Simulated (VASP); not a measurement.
# BN (BN (F-43m)) (F-43m) in VASP: notebook, part 2 of 2

VASP 6.6.1. The steps go on from the part before.

### Step 4. Single point, PBE

File INCAR:

```
SYSTEM = BN
PREC = Accurate
ENCUT = 600
EDIFF = 1E-6
ISMEAR = -1
SIGMA = 0.01
LREAL = .FALSE.
LASPH = .TRUE.
NELM = 120
ALGO = Normal
ISIF = 2
LWAVE = .FALSE.
LCHARG = .TRUE.
GGA = PE
LELF = .TRUE.
LVHAR = .TRUE.
NBANDS = 26
GGA_COMPAT = .FALSE.
```

File KPOINTS:

```
regular mesh
0
G
  3 3 3
  0 0 0
```

File POSCAR:

```
BN
1.0
    3.6241103833      0.0000000000      0.0000000000
    0.0000000000      0.0000000000     -3.6241103833
    0.0000000000      3.6241103833      0.0000000000
B N
4 4
Direct
    0.0000000000      0.0000000000      0.0000000000
    0.0000000000      0.5000000000      0.5000000000
    0.5000000000      0.0000000000      0.5000000000
    0.5000000000      0.5000000000      0.0000000000
    0.2500000000      0.2500000000      0.7500000000
    0.2500000000      0.7500000000      0.2500000000
    0.7500000000      0.2500000000      0.2500000000
    0.7500000000      0.7500000000      0.7500000000
```

Potentials or basis: VASP PAW PBE potentials, release 64 (B, N).

Run with:

```sh
cat potpaw_PBE.64/B/POTCAR potpaw_PBE.64/N/POTCAR > POTCAR
mpirun -np 1 vasp_std > vasp.out
```

OUTCAR:

```text
SYSTEM = BN
   PREC = Accurate
   ENCUT = 600
   EDIFF = 1E-6
   ISMEAR = -1
   LREAL = .FALSE.
   LASPH = .TRUE.
   NELM = 120
   ISIF = 2
   GGA = PE

 ion  position               nearest neighbor table
   1  0.000  0.000  0.000-   5 1.57   6 1.57   7 1.57   8 1.57
   2  0.000  0.500  0.500-   5 1.57   6 1.57   7 1.57   8 1.57
   3  0.500  0.000  0.500-   5 1.57   6 1.57   7 1.57   8 1.57
   4  0.500  0.500  0.000-   5 1.57   6 1.57   7 1.57   8 1.57
   5  0.250  0.250  0.750-   1 1.57   2 1.57   3 1.57   4 1.57
   6  0.250  0.750  0.250-   1 1.57   2 1.57   3 1.57   4 1.57
   7  0.750  0.250  0.250-   1 1.57   2 1.57   3 1.57   4 1.57
   8  0.750  0.750  0.750-   1 1.57   2 1.57   3 1.57   4 1.57

  LATTYP: Found a simple cubic cell.
 ALAT       =     3.6241103833

  Lattice vectors:

 A1 = (   3.6241103833,   0.0000000000,   0.0000000000)
 A2 = (   0.0000000000,   0.0000000000,  -3.6241103833)
 A3 = (   0.0000000000,   3.6241103833,   0.0000000000)

Analysis of symmetry for initial positions (statically):
[... 176 lines left out ...]
 fundamental gap:      4.4487764319
 Fermi energy:         7.5813658363

 k-point     1 :       0.0000    0.0000    0.0000
  band No.  band energies     occupation
      1     -12.8331      2.00000
      2      -7.2951      2.00000
      3      -7.2951      2.00000
      4      -7.2951      2.00000
      5      -1.5547      2.00000
      6      -1.5547      2.00000
[... 105 lines left out ...]
     25      19.5770      0.00000
     26      19.8901      0.00000

------------------------ aborting loop because EDIFF is reached ----------------------------------------

  FORCE on cell =-STRESS in cart. coord.  units (eV):
  Direction    XX          YY          ZZ          XY          YZ          ZX
  --------------------------------------------------------------------------------------
  -------------------------------------------------------------------------------------
  Total        0.0616588      0.0616588      0.0616588     -0.0000000     -0.0000000      0.0000000
  in kB        2.0753975      2.0753975      2.0753975     -0.0000000     -0.0000000      0.0000000
  external PRESSURE =       2.0753975 kB  Pullay stress =       0.0000000 kB

 VOLUME and BASIS-vectors are now :
 -----------------------------------------------------------------------------
  energy-cutoff  :      600.00
  volume of cell :       47.60
      direct lattice vectors                 reciprocal lattice vectors
     3.624110383  0.000000000  0.000000000     0.275929785  0.000000000  0.000000000
     0.000000000  0.000000000 -3.624110383     0.000000000  0.000000000 -0.275929785
     0.000000000  3.624110383  0.000000000     0.000000000  0.275929785  0.000000000

 POSITION                                       TOTAL-FORCE (eV/Angst)
 -----------------------------------------------------------------------------------
      0.00000      0.00000      0.00000         0.000000      0.000000     -0.000000
      0.00000      1.81206     -1.81206         0.000000      0.000000     -0.000000
      1.81206      1.81206      0.00000         0.000000      0.000000     -0.000000
      1.81206      0.00000     -1.81206         0.000000      0.000000     -0.000000
      0.90603      2.71808     -0.90603        -0.000000     -0.000000      0.000000
      0.90603      0.90603     -2.71808         0.000000     -0.000000      0.000000
      2.71808      0.90603     -0.90603        -0.000000     -0.000000     -0.000000
      2.71808      2.71808     -2.71808        -0.000000     -0.000000      0.000000
 -----------------------------------------------------------------------------------
    total drift:                                0.000000     -0.000000     -0.000000

  FREE ENERGIE OF THE ION-ELECTRON SYSTEM (eV)
  ---------------------------------------------------
  free  energy   TOTEN  =       -69.7982788810 eV

  energy  without entropy=      -69.7982788810  energy(sigma->0) =      -69.79827888
```

Run time: 14 s. Hardware: 1 thread of Intel Xeon 8259CL, shared host; peak memory 0.16 GiB.

What came out:

* Free energy: -69.7983 eV
* Pressure: 0.2 GPa
* Band gap on the k mesh: 4.45 eV

Levels at points of the mesh, in eV from the valence-band top:
```
           k point  band 14  band 15  band 16  band 17  band 18  band 19
(0.00, 0.00, 0.00)     0.00     0.00     0.00     4.45     4.45     4.45
```

Caveat: the k points lie up to 0.58 Å⁻¹ apart.

### Step 5. The runs side by side

| k mesh | cutoff (eV) | smearing | gap on the mesh (eV) | pressure (GPa) |
| --- | --- | --- | --- | --- |
| 3 × 3 × 3 | 520 | gaussian 0.01 eV | 4.45 | 0.5 |
| 3 × 3 × 3, shifted | 520 | fermi-dirac 0.01 eV | 5.19 | 0.4 |
| 3 × 3 × 3 | 600 | fermi-dirac 0.01 eV | 4.45 | 0.2 |

Alike in all rows: task single point; level PBE; potentials or basis VASP PAW PBE potentials, release 64 (B, N); no spin polarisation; cell as given.

Caveats: all runs use coarse meshes.

Total energies depend on the potentials used, so only differences within one code and one set of settings carry meaning.
